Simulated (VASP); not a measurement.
# V (Im-3m) in VASP: further runs, part 2 of 2

VASP 6.6.1. Earlier steps stand in the parts before.

### 3 Single point, PBE, collinear spin, ferromagnetic start

INCAR reads:

```
PREC     = Accurate       # precision mode
ENCUT    = 520            # plane-wave cutoff, eV
EDIFF    = 1E-6           # SCF threshold, eV
ISMEAR   = -1             # smearing method
SIGMA    = 0.05           # smearing width, eV
LREAL    = False          # projectors in reciprocal space
LASPH    = True           # aspherical terms in the spheres
NELM     = 150            # most SCF steps
ALGO     = Normal         # electronic algorithm
ISIF     = 2              # what is computed and relaxed
LWAVE    = False          # write WAVECAR
LCHARG   = False          # write CHGCAR
ISPIN    = 2              # spin polarisation
MAGMOM   = 1.5            # initial moments
LORBIT   = 11             # projections on sites
LMAXMIX  = 4              # l up to which the mixer works
GGA      = PE             # functional
NBANDS   = 16             # bands
```

KPOINTS reads:

```
regular mesh
0
Gamma
  15 15 15
```

POSCAR reads:

```
V
1.0
   -1.4979689391      1.4979689391      1.4979689391
    1.4979689391     -1.4979689391      1.4979689391
    1.4979689391      1.4979689391     -1.4979689391
V
1
Direct
    0.0000000000      0.0000000000      0.0000000000
```

Potentials or basis: VASP PAW PBE potentials, release 64 (V_sv).

On the command line:

```bash
$ cat potpaw_PBE.64/V_sv/POTCAR > POTCAR
$ mpirun -np 1 vasp_std > vasp.out
```

OUTCAR:

```text
PREC = Accurate
   ENCUT = 520
   EDIFF = 1E-6
   ISMEAR = -1
   LREAL = False
   LASPH = True
   NELM = 150
   ISIF = 2
   ISPIN = 2
   LORBIT = 11
   GGA = PE

 ion  position               nearest neighbor table
   1  0.000  0.000  0.000-

  LATTYP: Found a body centered cubic cell.
 ALAT       =     2.9959378782

  Lattice vectors:

 A1 = (  -1.4979689391,   1.4979689391,   1.4979689391)
 A2 = (   1.4979689391,  -1.4979689391,   1.4979689391)
[... 1114 lines left out ...]
 [... further k-points ...]
[... 5 lines left out ...]
  --------------------------------------------------------------------------------------
  -------------------------------------------------------------------------------------
  Total        0.0181918      0.0181918      0.0181918     -0.0000000      0.0000000      0.0000000
  in kB        2.1677979      2.1677979      2.1677979     -0.0000000      0.0000000      0.0000000
  external PRESSURE =       2.1677979 kB  Pullay stress =       0.0000000 kB

 VOLUME and BASIS-vectors are now :
 -----------------------------------------------------------------------------
  energy-cutoff  :      520.00
  volume of cell :       13.45
      direct lattice vectors                 reciprocal lattice vectors
    -1.497968939  1.497968939  1.497968939     0.000000000  0.333785292  0.333785292
     1.497968939 -1.497968939  1.497968939     0.333785292  0.000000000  0.333785292
     1.497968939  1.497968939 -1.497968939     0.333785292  0.333785292  0.000000000

 POSITION                                       TOTAL-FORCE (eV/Angst)
 -----------------------------------------------------------------------------------
      0.00000      0.00000      0.00000        -0.000000      0.000000     -0.000000
 -----------------------------------------------------------------------------------
    total drift:                                0.000000     -0.000000      0.000000

  FREE ENERGIE OF THE ION-ELECTRON SYSTEM (eV)
  ---------------------------------------------------
  free  energy   TOTEN  =        -9.0007894099 eV

  energy  without entropy=       -8.9881327104  energy(sigma->0) =       -8.99446106

 total charge

# of ion       s       p       d       tot
------------------------------------------
    1        2.341   6.222   3.092  11.655

 magnetization (x)

# of ion       s       p       d       tot
------------------------------------------
    1        0.000   0.000   0.001   0.001
```

Run time: 72 s. Hardware: 1 thread of Intel Xeon 8259CL, shared host; peak memory 0.16 GiB.

Results:

| Property | Result |
| --- | --- |
| Free energy | -9.0008 eV |
| Pressure | 0.2 GPa |
| Net moment | 0.00 μB per cell |
| Valence electrons inside the program's atomic spheres | V 11.65 |

### 4 Relaxation of cell and atoms, PBE, collinear spin, ferromagnetic start

This run uses another cell than the first one, of 13.89 Å³/atom.

INCAR reads:

```
PREC = Accurate ; ENCUT = 600
EDIFF = 1E-7 ; ISMEAR = -1
SIGMA = 0.05 ; LREAL = False
LASPH = True ; NELM = 150
ALGO = Normal ; ISIF = 3
LWAVE = False ; LCHARG = False
ISPIN = 2 ; MAGMOM = 1.5
LORBIT = 11 ; LMAXMIX = 4
GGA = PE ; IBRION = 2
NSW = 100 ; EDIFFG = -0.005
```

KPOINTS reads:

```
Automatic mesh
0
Gamma
  15 15 15
```

POSCAR reads:

```
V
1.0
   -1.5143500000      1.5143500000      1.5143500000
    1.5143500000     -1.5143500000      1.5143500000
    1.5143500000      1.5143500000     -1.5143500000
V
1
Direct
    0.0000000000      0.0000000000      0.0000000000
```

On the command line:

```bash
$ cat potpaw_PBE.64/V_sv/POTCAR > POTCAR
$ mpirun -np 1 vasp_std > vasp.out
```

It took 2.4 min on 1 thread of Intel Xeon 8259CL, shared host; peak memory 0.18 GiB.

It converged, with:

```
Free energy                                           : -9.0011 eV
Relaxed volume                                        : 13.46 Å³/atom
Relaxed cell                                          : a = 2.596 Å, b = 2.596 Å, c = 2.596 Å, α = 109.47°, β = 109.47°, γ = 109.47°
Space group after relaxing (to 0.1 Å)                 : Im-3m (No. 229)
Energy gained by relaxing                             : 7.6 meV/atom
Ionic steps                                           : 3
Pressure after relaxing                               : 0.0 GPa
Net moment                                            : 0.00 μB per cell
Valence electrons inside the program's atomic spheres : V 11.65
```

Step by step:
```csv
step,energy change (eV),largest force (eV/Å),pressure (GPa),volume (Å³)
1,0.0000,0.0000,-5.43,13.89
2,0.0033,0.0000,7.31,12.97
3,-0.0076,0.0000,-0.04,13.46
```

Final structure:
```cif
data_structure
_symmetry_space_group_name_H-M 'P 1'
_symmetry_Int_Tables_number 1
_cell_length_a 2.5955
_cell_length_b 2.5955
_cell_length_c 2.5955
_cell_angle_alpha 109.471
_cell_angle_beta 109.471
_cell_angle_gamma 109.471
_cell_volume 13.46
loop_
_atom_site_label
_atom_site_type_symbol
_atom_site_fract_x
_atom_site_fract_y
_atom_site_fract_z
_atom_site_occupancy
V1 V 0.00000 0.00000 0.00000 1
```

Levels at points of the mesh, in eV from the Fermi level:
Spin up:
```
           k point  band 2  band 3  band 4  band 5  band 6  band 7  band 8  band 9  band 10  band 11
(0.00, 0.00, 0.00)  -37.03  -37.03  -37.03   -6.60    0.40    0.40    0.40    2.42     2.42    20.48
```
Spin down:
```csv
k point,band 3,band 4,band 5,band 6,band 7,band 8,band 9,band 10
"(0.00, 0.00, 0.00)",-37.03,-37.03,-6.60,0.40,0.40,0.40,2.42,2.42
```
